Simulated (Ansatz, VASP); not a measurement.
One calculation of Cd3F, two programs

The input INCAR:

```
SYSTEM = Cd3F
PREC = Accurate
ENCUT = 520
EDIFF = 1E-6
ISMEAR = 0
SIGMA = 0.1
LREAL = .False.
LASPH = .True.
NELM = 150
ALGO = Normal
ISIF = 2
LWAVE = .False.
LCHARG = .True.
ISPIN = 2
MAGMOM = 0 0 0 0 0 0 1 1
LORBIT = 11
GGA = PE
LELF = .True.
LVHAR = .True.
NBANDS = 57
```

Contents of KPOINTS:

```
Automatic mesh
0
Gamma
  4 4 4
  0 0 0
```

File POSCAR:

```
Cd3F
1.0
    5.4916254597      0.0000000000      0.0000000000
    0.0000000000      5.4916254597      0.0000000000
    0.0000000000      0.0000000000      5.4916254597
Cd F
6 2
Direct
    0.2500000000      0.0000000000      0.5000000000
    0.7500000000      0.0000000000      0.5000000000
    0.0000000000      0.5000000000      0.2500000000
    0.0000000000      0.5000000000      0.7500000000
    0.5000000000      0.7500000000      0.0000000000
    0.5000000000      0.2500000000      0.0000000000
    0.0000000000      0.0000000000      0.0000000000
    0.5000000000      0.5000000000      0.5000000000
```

Input for Ansatz:

```yaml
crystal:
  lattice:
    - [5.4916254597, 0.0, 0.0]
    - [0.0, 5.4916254597, 0.0]
    - [0.0, 0.0, 5.4916254597]
  atoms:
    - { symbol: Cd, position: [0.25, 0.0, 0.5] }
    - { symbol: Cd, position: [0.75, 0.0, 0.5] }
    - { symbol: Cd, position: [0.0, 0.5, 0.25] }
    - { symbol: Cd, position: [0.0, 0.5, 0.75] }
    - { symbol: Cd, position: [0.5, 0.75, 0.0] }
    - { symbol: Cd, position: [0.5, 0.25, 0.0] }
    - { symbol: F, position: [0.0, 0.0, 0.0], spin: 1.0 }
    - { symbol: F, position: [0.5, 0.5, 0.5], spin: 1.0 }
basis:
  ecutwfc: 420
kpoints:
  mp_grid: { grid: [4, 4, 4] }
hamiltonian:
  xc: pbe
scf:
  occupations: { method: gaussian, width: 0.1 }
  lower_state_search: "off"
output:
  forces: true
  stress: true
  eigenvalues: true
  populations: true
magnetization:
  spin_polarized: true
```

Change from the starting cell: species swapped into the Mo3Os type (Pm-3n, No. 223).

Alike in both runs: task single point; functional PBE; k mesh 4 × 4 × 4; occupations gaussian, width 0.1 eV; collinear spin.

|  | VASP | Ansatz |
| --- | --- | --- |
| version | VASP 6.6.1 | Ansatz 0.2.0 |
| potentials or method | VASP PAW PBE potentials, release 64 (Cd, F), cutoff 520 eV | scalar-relativistic, plane waves, PAW |
| valence electrons in the cell | 86 | 134 |

```tsv
	VASP	Ansatz	Ansatz less VASP
gap on the k mesh at the Fermi level (eV)	none	none	-
pressure (GPa)	0.1	-0.1	-0.20
net moment per atom (μB)	0.00	0.00	0.000
```

A gap of «none» marks a metal or a gap that the smearing closes. With one functional, cell and mesh, what is left measures potentials, basis and numerics. VASP's potentials hold 86 valence electrons a cell and Ansatz's 134, so a difference there can come from the potentials and not from the codes. Ansatz's warnings: seeded moment not kept.
